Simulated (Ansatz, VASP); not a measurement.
# MoS2 in VASP and in Ansatz

Contents of INCAR:

```
SYSTEM = MoS2
ALGO = Normal ; EDIFF = 1E-6
ENCUT = 520 ; ISIF = 2
ISMEAR = 0 ; LASPH = .True.
LCHARG = .True. ; LELF = .True.
LREAL = .False. ; LVHAR = .True.
LWAVE = .False. ; NBANDS = 35
NELM = 80 ; PREC = Accurate
SIGMA = 0.01
```

The input KPOINTS:

```
k-points
0
Gamma
  9 9 2
  0 0 0
```

The input POSCAR:

```
MoS2
1.0
    3.1690000000      0.0000000000      0.0000000000
   -1.5845000000      2.7444345046      0.0000000000
    0.0000000000      0.0000000000     12.3240000000
Mo S
2 4
Direct
    0.3333333333      0.6666666667      0.2500000000
    0.6666666667      0.3333333333      0.7500000000
    0.3333333333      0.6666666667      0.6230000000
    0.6666666667      0.3333333333      0.1230000000
    0.3333333333      0.6666666667      0.8770000000
    0.6666666667      0.3333333333      0.3770000000
```

Input for Ansatz:

```yaml
crystal:
  lattice:
    - [3.169, 0.0, 0.0]
    - [-1.5845, 2.7444345046, 0.0]
    - [0.0, 0.0, 12.324]
  atoms:
    - { symbol: Mo, position: [0.3333333333, 0.6666666667, 0.25] }
    - { symbol: Mo, position: [0.6666666667, 0.3333333333, 0.75] }
    - { symbol: S, position: [0.3333333333, 0.6666666667, 0.623] }
    - { symbol: S, position: [0.6666666667, 0.3333333333, 0.123] }
    - { symbol: S, position: [0.3333333333, 0.6666666667, 0.877] }
    - { symbol: S, position: [0.6666666667, 0.3333333333, 0.377] }
scf:
  occupations: { method: fixed }
output:
  forces: false
  stress: false
  eigenvalues: true
  eigenstates:
    kpoints:
      - [0.3333333333333, 0.3333333333333, 0]
      - [0, 0, 0]
      - [0.3333333333333, 0.3333333333333, 0.5]
    e_range: [-2.5, 3]
  write_density: true
  write_potential: true
  elf: true
  volumetric_format: npy
kpoints:
  mp_grid: { grid: [9, 9, 2] }
hamiltonian:
  xc: lda
```

Alike in both runs: task single point; functional LDA; k mesh 9 × 9 × 2; no spin polarisation.

|  | VASP | Ansatz |
| --- | --- | --- |
| version | VASP 6.6.1 | Ansatz 0.2.0 |
| potentials or method | VASP PAW LDA potentials, release 64 (Mo_sv, S) | scalar-relativistic, plane waves, PAW |
| plane-wave cutoff (eV) | 520 | 420 |
| occupations | gaussian, width 0.01 eV | fixed |
| valence electrons in the cell | 52 | 52 |

VASP gave:

```
gap on the k mesh at the Fermi level (eV) : 0.90
least direct gap on the mesh (eV)         : 1.66
```

Question: Which values does Ansatz return?

Answer: gap on the k mesh at the Fermi level (eV): 0.89; least direct gap on the mesh (eV): 1.65.

LDA's correlation is that of Perdew and Zunger in VASP and of Perdew and Wang (1992) in Ansatz.
